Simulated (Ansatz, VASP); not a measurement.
## BP: VASP beside Ansatz

The input INCAR:

```
ALGO     = Normal         # electronic algorithm
EDIFF    = 1E-7           # SCF threshold, eV
EDIFFG   = -0.005         # ionic threshold
ENCUT    = 500            # plane-wave cutoff, eV
GGA      = PE             # functional
GGA_COMPAT= False        
IBRION   = 2              # ionic algorithm
ISIF     = 3              # what is computed and relaxed
ISMEAR   = 0              # smearing method
LASPH    = True           # aspherical terms in the spheres
LCHARG   = False          # write CHGCAR
LREAL    = False          # projectors in reciprocal space
LWAVE    = False          # write WAVECAR
NELM     = 120            # most SCF steps
NELMIN   = 4            
NSW      = 100            # ionic steps
PREC     = Accurate       # precision mode
SIGMA    = 0.02           # smearing width, eV
```

The input KPOINTS:

```
k-points
0
Gamma
  10 10 10
```

File POSCAR:

```
BP
1.0
    0.0000000000      2.2841151101      2.2841151101
    2.2841151101      0.0000000000      2.2841151101
    2.2841151101      2.2841151101      0.0000000000
B P
1 1
Direct
    0.0000000000      0.0000000000      0.0000000000
    0.2500000000      0.2500000000      0.2500000000
```

Input for Ansatz:

```yaml
crystal:
  lattice:
    - [0.0, 2.2841151101, 2.2841151101]
    - [2.2841151101, 0.0, 2.2841151101]
    - [2.2841151101, 2.2841151101, 0.0]
  atoms:
    - { symbol: B, position: [0.0, 0.0, 0.0] }
    - { symbol: P, position: [0.25, 0.25, 0.25] }
basis:
  ecutwfc: 420
kpoints:
  mp_grid: { grid: [10, 10, 10] }
hamiltonian:
  xc: pbe
scf:
  occupations: { method: gaussian, width: 0.02 }
output:
  forces: true
  stress: true
  eigenvalues: true
  write_density: true
  write_potential: true
  elf: true
  volumetric_format: npy
relax:
  adjacent_minimum: "off"
  f_tol: 0.005
  max_steps: 80
  cell: { stress_tol: 0.05 }
```

Alike in both runs: task relaxation of cell and atoms; functional PBE; k mesh 10 × 10 × 10; occupations gaussian, width 0.02 eV; no spin polarisation.

|  | VASP | Ansatz |
| --- | --- | --- |
| version | VASP 6.6.1 | Ansatz 0.2.0 |
| potentials or method | VASP PAW PBE potentials, release 64 (B, P), cutoff 500 eV | scalar-relativistic, plane waves, PAW |
| valence electrons in the cell | 8 | 8 |

Ansatz gave:

| Property | Result |
| --- | --- |
| gap on the k mesh at the Fermi level, each at its own relaxed structure (eV) | 1.25 |
| relaxed volume (Å³/atom) | 11.76 |
| relaxed cell length with the largest relative difference (Å) | 3.216 |

Question: Which values does VASP return?

Answer: gap on the k mesh at the Fermi level, each at its own relaxed structure (eV): 1.25; relaxed volume (Å³/atom): 11.75; relaxed cell length with the largest relative difference (Å): 3.215.
